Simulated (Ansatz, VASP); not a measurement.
**Na3Ga2F9: VASP beside Ansatz**

The input INCAR:

```
SYSTEM = Na3Ga2F9
PREC = Accurate ; ENCUT = 520
EDIFF = 1E-7 ; ISMEAR = 0
SIGMA = 0.1 ; LREAL = .False.
LASPH = .True. ; NELM = 60
ALGO = Normal ; ISIF = 2
LWAVE = .False. ; LCHARG = .False.
GGA = PE ; NBANDS = 68
```

File KPOINTS:

```
regular mesh
0
Gamma
  4 4 2
  0 0 0
```

The input POSCAR:

```
Na3Ga2F9
1.0
    3.8112035400      0.0000000000      0.0000000000
    0.0000000000      3.8112035400      0.0000000000
    0.0000000000      0.0000000000     11.4336106100
Na Ga F
3 2 9
Direct
    0.5000000000      0.5000000000      0.0000000000
    0.5000000000      0.5000000000      0.3333333300
    0.5000000000      0.5000000000      0.6666666700
    0.0000000000      0.0000000000      0.8333333300
    0.0000000000      0.0000000000      0.1666666700
    0.5000000000      0.0000000000      0.8333333300
    0.5000000000      0.0000000000      0.1666666700
    0.5000000000      0.0000000000      0.5000000000
    0.0000000000      0.5000000000      0.8333333300
    0.0000000000      0.5000000000      0.1666666700
    0.0000000000      0.5000000000      0.5000000000
    0.0000000000      0.0000000000      0.0000000000
    0.0000000000      0.0000000000      0.3333333300
    0.0000000000      0.0000000000      0.6666666700
```

Input for Ansatz:

```yaml
crystal:
  lattice:
    - [3.81120354, 0.0, 0.0]
    - [0.0, 3.81120354, 0.0]
    - [0.0, 0.0, 11.43361061]
  atoms:
    - { symbol: Na, position: [0.5, 0.5, 0.0] }
    - { symbol: Na, position: [0.5, 0.5, 0.33333333] }
    - { symbol: Na, position: [0.5, 0.5, 0.66666667] }
    - { symbol: Ga, position: [0.0, 0.0, 0.83333333] }
    - { symbol: Ga, position: [0.0, 0.0, 0.16666667] }
    - { symbol: F, position: [0.5, 0.0, 0.83333333] }
    - { symbol: F, position: [0.5, 0.0, 0.16666667] }
    - { symbol: F, position: [0.5, 0.0, 0.5] }
    - { symbol: F, position: [0.0, 0.5, 0.83333333] }
    - { symbol: F, position: [0.0, 0.5, 0.16666667] }
    - { symbol: F, position: [0.0, 0.5, 0.5] }
    - { symbol: F, position: [0.0, 0.0, 0.0] }
    - { symbol: F, position: [0.0, 0.0, 0.33333333] }
    - { symbol: F, position: [0.0, 0.0, 0.66666667] }
basis:
  ecutwfc: 420
kpoints:
  mp_grid: { grid: [4, 4, 2] }
hamiltonian:
  xc: pbe
scf:
  occupations: { method: gaussian, width: 0.1 }
  lower_state_search: "off"
output:
  forces: true
  stress: true
  eigenvalues: true
```

Change from the starting cell: ordered vacancies on the cation sites of perovskite (P4/mmm, No. 123).

Alike in both runs: task single point; functional PBE; k mesh 4 × 4 × 2; occupations gaussian, width 0.1 eV; no spin polarisation.

|  | VASP | Ansatz |
| --- | --- | --- |
| version | VASP 6.6.1 | Ansatz 0.2.0 |
| potentials or method | VASP PAW PBE potentials, release 64 (Na_pv, Ga_d, F), cutoff 520 eV | scalar-relativistic, plane waves, PAW |
| valence electrons in the cell | 110 | 116 |

VASP gave:

```
gap on the k mesh at the Fermi level (eV)                     : none
pressure (GPa)                                                : 11.6
traceless stress, the component that is largest in VASP (GPa) : -7.75
rms of the force components (eV/Å)                            : 1.229
```

What did Ansatz give for the same quantities?

gap on the k mesh at the Fermi level (eV): none; pressure (GPa): 11.1; traceless stress, the component that is largest in VASP (GPa): -7.92; rms of the force components (eV/Å): 1.248.

Atom by atom the forces differ by 0.031 eV/Å (rms over components). A gap of «none» marks a metal or a gap that the smearing closes. VASP's potentials hold 110 valence electrons a cell and Ansatz's 116, so a difference there can come from the potentials and not from the codes.

The k mesh is coarse, so the values compare programs but aren't converged.
